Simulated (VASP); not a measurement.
# Rb (Im-3m) in VASP: notebook

The runs below take Rb through single point, relaxation of cell and atoms, with PBE.

Program: VASP 6.6.1. These are calculated values, not measurements. Logs are shortened: lines on timing, memory, paths and dates and some standing lists are left out, and cuts for length are marked.

## (1) The cell of the first run

It takes space group Im-3m (No. 229, cubic). Conventional cell: a = 5.667 Å, b = 5.667 Å, c = 5.667 Å, α = 90.00°, β = 90.00°, γ = 90.00°.

## (2) Single point, PBE

INCAR

```
SYSTEM = Rb
  PREC = Accurate
  ENCUT = 500
  EDIFF = 1E-6
  ISMEAR = 1
  SIGMA = 0.05
  LREAL = .FALSE.
  LASPH = .TRUE.
  NELM = 120
  ALGO = Normal
  ISIF = 2
  LWAVE = .FALSE.
  LCHARG = .TRUE.
  GGA = PE
  LELF = .TRUE.
  LVHAR = .TRUE.
  NBANDS = 10
  GGA_COMPAT = .FALSE.
```

KPOINTS

```
regular mesh
0
G
  12 12 12
  0 0 0
```

POSCAR

```
Rb
1.0
   -2.8336135589      2.8336135589      2.8336135589
    2.8336135589     -2.8336135589      2.8336135589
    2.8336135589      2.8336135589     -2.8336135589
Rb
1
Direct
    0.0000000000      0.0000000000      0.0000000000
```

Potentials or basis: VASP PAW PBE potentials, release 64 (Rb_sv).

Started as:

```bash
> cat potpaw_PBE.64/Rb_sv/POTCAR > POTCAR
> mpirun -np 1 vasp_std > vasp.out
```

OUTCAR:

```text
SYSTEM = Rb
   PREC = Accurate
   ENCUT = 500
   EDIFF = 1E-6
   ISMEAR = 1
   LREAL = .FALSE.
   LASPH = .TRUE.
   NELM = 120
   ISIF = 2
   GGA = PE

 ion  position               nearest neighbor table
   1  0.000  0.000  0.000-

  LATTYP: Found a body centered cubic cell.
 ALAT       =     5.6672271178

  Lattice vectors:

 A1 = (  -2.8336135589,   2.8336135589,   2.8336135589)
 A2 = (   2.8336135589,  -2.8336135589,   2.8336135589)
 A3 = (   2.8336135589,   2.8336135589,  -2.8336135589)

Analysis of symmetry for initial positions (statically):
=====================================================================
 Subroutine PRICEL returns:
 Original cell was already a primitive cell.

 Routine SETGRP: Setting up the symmetry group for a
 body centered cubic supercell.

 Subroutine GETGRP returns: Found 48 space group operations
 (whereof 48 operations were pure point group operations)
 out of a pool of 48 trial point group operations.

The static configuration has the point symmetry O_h .

Analysis of symmetry for dynamics (positions and initial velocities):
=====================================================================
 Subroutine PRICEL returns:
 Original cell was already a primitive cell.

 Routine SETGRP: Setting up the symmetry group for a
 body centered cubic supercell.

 Subroutine GETGRP returns: Found 48 space group operations
 (whereof 48 operations were pure point group operations)
 out of a pool of 48 trial point group operations.

The dynamic configuration has the point symmetry O_h .

 Subroutine INISYM returns: Found 48 space group operations
 (whereof 48 operations are pure point group operations),
 and found     1 'primitive' translations

----------------------------------------------------------------------------------------

                                     Primitive cell

  volume of cell :      91.0085

  direct lattice vectors                    reciprocal lattice vectors
    -2.833613559  2.833613559  2.833613559     0.000000000  0.176453136  0.176453136
     2.833613559 -2.833613559  2.833613559     0.176453136  0.000000000  0.176453136
     2.833613559  2.833613559 -2.833613559     0.176453136  0.176453136  0.000000000

  length of vectors
     4.907962653  4.907962653  4.907962653     0.249542419  0.249542419  0.249542419

  position of ions in fractional coordinates (direct lattice)
     0.000000000  0.000000000  0.000000000

  ion indices of the primitive-cell ions
[... 78 lines left out ...]
   IBRION =     -1    ionic relax: 0-MD 1-quasi-New 2-CG
   NFREE  =      0    steps in history (QN), initial steepest desc. (CG)
   ISIF   =      2    stress and relaxation
   ISYM   =      2    0-nonsym 1-usesym 2-fastsym
   POTIM  = 0.5000    time-step for ionic-motion
   TEBEG  =    0.0;   TEEND  =   0.0 temperature during run
   PSTRESS=    0.0 pullay stress
   NELECT =       9.0000    total number of electrons
   NUPDOWN=      -1.0000    fix difference up-down
   EMIN   =  10.00;   EMAX   =-10.00  energy-range for DOS
   EFERMI =   0.00;   METHOD = LEGACY
   ISMEAR =     1;   SIGMA  =   0.05  broadening in eV -4-tet -1-fermi 0-gaus
   EFERMI_NEDOS =   21; number of points for ismear=-14 and -15
   IALGO  =     38    algorithm
   IMIX   =      4    mixing-type and parameters
     AMIX     =   0.40;   BMIX     =  1.00
     AMIX_MAG =   1.60;   BMIX_MAG =  1.00
  volume/ion in A,a.u.               =      91.01       614.16
  Fermi-wavevector in a.u.,A,eV,Ry     =   0.757057  1.430630  7.797972  0.573135
  Thomas-Fermi vector in A             =   1.855317
   LORBIT       =      0    0 simple, 1 ext, 2 COOP (PROOUT), +10 PAW based schemes
   GGA     = PE    functional components
   LHFCALC =     F    Hartree Fock is set to
   AEXX    =    0.0000 exact exchange contribution
   IVDW    =     0    specifies the selected vdW correction
   LEPSILON=     F    determine dielectric tensor
   LRPA    =     F    only Hartree local field effects (RPA)
 non-spin polarized calculation
 Methfessel and Paxton  Order N= 1 SIGMA  =   0.05
  energy-cutoff  :      500.00
  volume of cell :       91.01
 maximum number of plane-waves:      2342
   NGX = 17   NGY = 17   NGZ = 17

 number of electron       9.0000000 magnetization

 Free energy of the ion-electron system (eV)
  ---------------------------------------------------
  ext. energy  EPLUGINS =         0.00000000
  ---------------------------------------------------
  free energy    TOTEN  =        -0.93426517 eV

  energy without entropy =       -0.93380400  energy(sigma->0) =       -0.93411144

 E-fermi :   0.0006     XC(G=0):  -5.4664

 val. band max:       -0.0081202450   @ k =   0.2500   0.2500   0.0000
 cond. band min:       0.0371470265   @ k =   0.3333   0.1667   0.0000
 fundamental gap:      0.0452672715
 Fermi energy:         0.0005889688

 k-point     1 :       0.0000    0.0000    0.0000
  band No.  band energies     occupation
      1     -28.8916      2.00000
      2     -12.9338      2.00000
      3     -12.9338      2.00000
      4     -12.9338      2.00000
      5      -1.9603      2.00000
      6       3.6905      0.00000
      7       3.6905      0.00000
      8       3.6905      0.00000
      9       4.6232      0.00000
     10       4.6232      0.00000
[... 287 lines left out ...]
 k-point    24 :       0.4167    0.0833    0.0833
  band No.  band energies     occupation
      1     -28.8874      2.00000
      2     -13.0226      2.00000
      3     -12.9695      2.00000
      4     -12.9399      2.00000
      5       0.4258     -0.00000
      6       0.8424     -0.00000
      7       2.2907      0.00000
      8       4.0359      0.00000
      9       5.2261      0.00000
     10       5.2683      0.00000

 [... further k-points ...]

------------------------ aborting loop because EDIFF is reached ----------------------------------------

  FORCE on cell =-STRESS in cart. coord.  units (eV):
  Direction    XX          YY          ZZ          XY          YZ          ZX
  --------------------------------------------------------------------------------------
  -------------------------------------------------------------------------------------
  Total        0.0016383      0.0016383      0.0016383      0.0000000     -0.0000000      0.0000000
  in kB        0.0288414      0.0288414      0.0288414      0.0000000     -0.0000000      0.0000000
  external PRESSURE =       0.0288414 kB  Pullay stress =       0.0000000 kB

 VOLUME and BASIS-vectors are now :
 -----------------------------------------------------------------------------
  energy-cutoff  :      500.00
  volume of cell :       91.01
      direct lattice vectors                 reciprocal lattice vectors
    -2.833613559  2.833613559  2.833613559     0.000000000  0.176453136  0.176453136
     2.833613559 -2.833613559  2.833613559     0.176453136  0.000000000  0.176453136
     2.833613559  2.833613559 -2.833613559     0.176453136  0.176453136  0.000000000

 POSITION                                       TOTAL-FORCE (eV/Angst)
 -----------------------------------------------------------------------------------
      0.00000      0.00000      0.00000         0.000000      0.000000      0.000000
 -----------------------------------------------------------------------------------
    total drift:                               -0.000000     -0.000000     -0.000000

  FREE ENERGIE OF THE ION-ELECTRON SYSTEM (eV)
  ---------------------------------------------------
  free  energy   TOTEN  =        -0.9342651675 eV

  energy  without entropy=       -0.9338039954  energy(sigma->0) =       -0.93411144
```

Wall time 60 s (1 thread of Oxide Virtual Turin-like, shared host); peak memory 0.19 GiB.

Results:

```
Free energy            : -0.9343 eV
Pressure               : 0.0 GPa
Band gap on the k mesh : zero (an odd number of electrons rules out a gap without spin polarisation)
```

## (3) Relaxation of cell and atoms, PBE

This run uses another cell than the first one, of 88.04 Å³/atom.

INCAR

```
SYSTEM = Rb
  PREC = Accurate
  ENCUT = 500
  EDIFF = 1E-7
  ISMEAR = 1
  SIGMA = 0.05
  LREAL = .FALSE.
  LASPH = .TRUE.
  NELM = 120
  ALGO = Normal
  ISIF = 3
  LWAVE = .FALSE.
  LCHARG = .FALSE.
  GGA = PE
  IBRION = 2
  NSW = 60
  EDIFFG = -0.03
  GGA_COMPAT = .FALSE.
  NELMIN = 4
```

KPOINTS is that of step 2.

POSCAR

```
Rb
1.0
   -2.8025000000      2.8025000000      2.8025000000
    2.8025000000     -2.8025000000      2.8025000000
    2.8025000000      2.8025000000     -2.8025000000
Rb
1
Direct
    0.0000000000      0.0000000000      0.0000000000
```

Potentials or basis: VASP PAW PBE potentials, release 64 (Rb_sv).

Started as:

```bash
> cat potpaw_PBE.64/Rb_sv/POTCAR > POTCAR
> mpirun -np 1 vasp_std > vasp.out
```

Wall time 1.9 min (1 thread of Oxide Virtual Turin-like, shared host); peak memory 0.19 GiB.

It converged, with:

```
Free energy                           : -0.9342 eV
Relaxed volume                        : 90.84 Å³/atom
Relaxed cell                          : a = 4.905 Å, b = 4.905 Å, c = 4.905 Å, α = 109.47°, β = 109.47°, γ = 109.47°
Space group after relaxing (to 0.1 Å) : Im-3m (No. 229)
Energy gained by relaxing             : 0.9 meV/atom
Ionic steps                           : 3
Pressure after relaxing               : 0.0 GPa
Band gap on the k mesh                : zero (an odd number of electrons rules out a gap without spin polarisation)
```

Step by step:
```csv
step,energy change (eV),largest force (eV/Å),pressure (GPa),volume (Å³)
1,0.0000,0.0000,0.10,88.04
2,-0.0004,0.0000,0.07,88.75
3,-0.0009,0.0000,0.01,90.84
```

Final structure:
```cif
data_structure
_symmetry_space_group_name_H-M 'P 1'
_symmetry_Int_Tables_number 1
_cell_length_a 4.9050
_cell_length_b 4.9050
_cell_length_c 4.9050
_cell_angle_alpha 109.471
_cell_angle_beta 109.471
_cell_angle_gamma 109.471
_cell_volume 90.84
loop_
_atom_site_label
_atom_site_type_symbol
_atom_site_fract_x
_atom_site_fract_y
_atom_site_fract_z
_atom_site_occupancy
Rb1 Rb 0.00000 0.00000 0.00000 1
```

Levels at points of the mesh, in eV from the Fermi level:
```
           k point  band 2  band 3  band 4  band 5  band 6  band 7
(0.00, 0.00, 0.00)  -12.93  -12.93  -12.93   -1.96    3.69    3.69
(0.50, 0.00, 0.00)  -13.03  -12.97  -12.93    0.25    0.79    2.60
(0.50, 0.50, 0.50)  -13.00  -13.00  -13.00    1.27    1.27    3.27
```

The gap in the log of VASP goes by the Fermi energy; the results here count the filled bands.